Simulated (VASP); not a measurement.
Here is a VASP 6.6.1 calculation.

File INCAR:

```
PREC = Accurate
ENCUT = 600
EDIFF = 1E-6
ISMEAR = 0
SIGMA = 0.1
LREAL = F
LASPH = T
NELM = 80
ALGO = Normal
ISIF = 3
LWAVE = F
LCHARG = F
GGA = PE
IBRION = 2
NSW = 100
EDIFFG = -0.01
```

The input KPOINTS:

```
regular mesh
0
Gamma
  6 6 8
```

Contents of POSCAR:

```
BiTe5
1.0
    7.1475285930      0.0000000000      0.0000000000
   -3.5737642965      6.1899413358      0.0000000000
    0.0000000000      0.0000000000      4.4202309174
Bi Te
1 5
Direct
    0.0000000000      0.0000000000      0.5000000000
    0.0000000000      0.3338524556      0.0000000000
    0.6661475444      0.6661475444      0.0000000000
    0.3338524556      0.0000000000      0.0000000000
    0.6666666667      0.3333333333      0.5000000000
    0.3333333333      0.6666666667      0.5000000000
```

Potentials or basis: VASP PAW PBE potentials, release 64 (Bi_d, Te).

The run is started by

```console
$ cat potpaw_PBE.64/Bi_d/POTCAR potpaw_PBE.64/Te/POTCAR > POTCAR
$ mpirun -np 1 vasp_std > vasp.out
```

Problem. Estimate the space group after relaxing (to 0.1 Å).

Solution. P-62m (No. 189).

Problem. Estimate the band gap on the k mesh.

Solution. Zero (an odd number of electrons rules out a gap without spin polarisation).

Problem. Estimate the relaxed volume.

Solution. 31.78 Å³/atom.

Problem. Estimate the relaxed cell.

Solution. a = 7.018 Å, b = 7.018 Å, c = 4.471 Å, α = 90.00°, β = 90.00°, γ = 120.00°.

Step by step:
| step | energy change (eV) | largest force (eV/Å) | pressure (GPa) | volume (Å³) |
| --- | --- | --- | --- | --- |
| 1 | 0.0000 | 0.0227 | -0.58 | 195.56 |
| 2 | -0.0072 | 0.0307 | 0.15 | 192.25 |
| 3 | -0.0072 | 0.0308 | 0.14 | 192.23 |
| 4 | -0.0121 | 0.0269 | 0.07 | 191.69 |
| 5 | -0.0149 | 0.0195 | -0.03 | 190.70 |
| 6 | -0.0150 | 0.0208 | -0.01 | 190.87 |
| 7 | -0.0150 | 0.0205 | -0.01 | 190.84 |
| 8 | -0.0150 | 0.0158 | 0.00 | 190.71 |
| 9 | -0.0150 | 0.0047 | 0.06 | 190.40 |
| 10 | -0.0151 | 0.0076 | 0.07 | 190.49 |
| 11 | -0.0151 | 0.0117 | 0.05 | 190.60 |
| 12 | -0.0151 | 0.0079 | 0.02 | 190.68 |

Caveat: spin-orbit coupling is left out, which moves the levels of the heavy elements; an odd number of electrons without spin polarisation forces a metal; a magnetic or distorted state may lie lower.
